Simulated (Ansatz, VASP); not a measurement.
**Y: VASP beside Ansatz**

INCAR

```
PREC = Accurate ; ENCUT = 520
EDIFF = 1E-6 ; ISMEAR = -1
SIGMA = 0.08 ; LREAL = False
LASPH = True ; NELM = 80
ALGO = Normal ; ISIF = 2
LWAVE = False ; LCHARG = False
GGA = CA ; NBANDS = 12
ISYM = 0
```

KPOINTS

```
Automatic mesh
0
Gamma
  13 13 13
```

POSCAR

```
Y
1.0
    0.0000000000      2.4523666429      2.4523666429
    2.4523666429      0.0000000000      2.4523666429
    2.4523666429      2.4523666429      0.0000000000
Y
1
Direct
    0.0000000000      0.0000000000      0.0000000000
```

Input for Ansatz:

```yaml
crystal:
  lattice:
    - [0.0, 2.4523666429, 2.4523666429]
    - [2.4523666429, 0.0, 2.4523666429]
    - [2.4523666429, 2.4523666429, 0.0]
  atoms:
    - { symbol: "Y", position: [0.0, 0.0, 0.0] }
  symmetry: { detect: false }
kpoints:
  mp_grid: { grid: [13, 13, 13] }
  band_path:
    path:
      - [0.0, 0.0, 0.0]
      - [0.5, 0.0, 0.5]
      - [0.625, 0.25, 0.625]
      - [0.375, 0.375, 0.75]
      - [0.0, 0.0, 0.0]
      - [0.5, 0.5, 0.5]
      - [0.5, 0.25, 0.75]
      - [0.5, 0.0, 0.5]
    npoints: 14
scf:
  occupations: { method: fermi_dirac, width: 0.08 }
  convergence: { dr2_threshold: 1.0e-08 }
hamiltonian:
  xc: lda
  pseudopotentials: { kind: all_electron, lapw: { basis_error: 0.001 } }
output:
  forces: true
  stress: true
  eigenvalues: true
  populations: true
```

Alike in both runs: task single point; functional LDA; k mesh 13 × 13 × 13; occupations fermi-dirac, width 0.08 eV; no spin polarisation.

```csv
,VASP,Ansatz
version,VASP 6.6.1,Ansatz 0.2.0
potentials or method,"VASP PAW LDA potentials, release 64 (Y_sv), cutoff 520 eV","all-electron LAPW, scalar-relativistic"
```

VASP gave:

- gap on the k mesh at the Fermi level (eV): none
- pressure (GPa): -0.2

Task: What did Ansatz give for the same quantities?

Result: gap on the k mesh at the Fermi level (eV): none; pressure (GPa): 0.0.

LDA's correlation is that of Perdew and Zunger in VASP and of Perdew and Wang (1992) in Ansatz. A gap of «none» marks a metal or a gap that the smearing closes. Ansatz ran all-electron here, and VASP with PAW potentials.
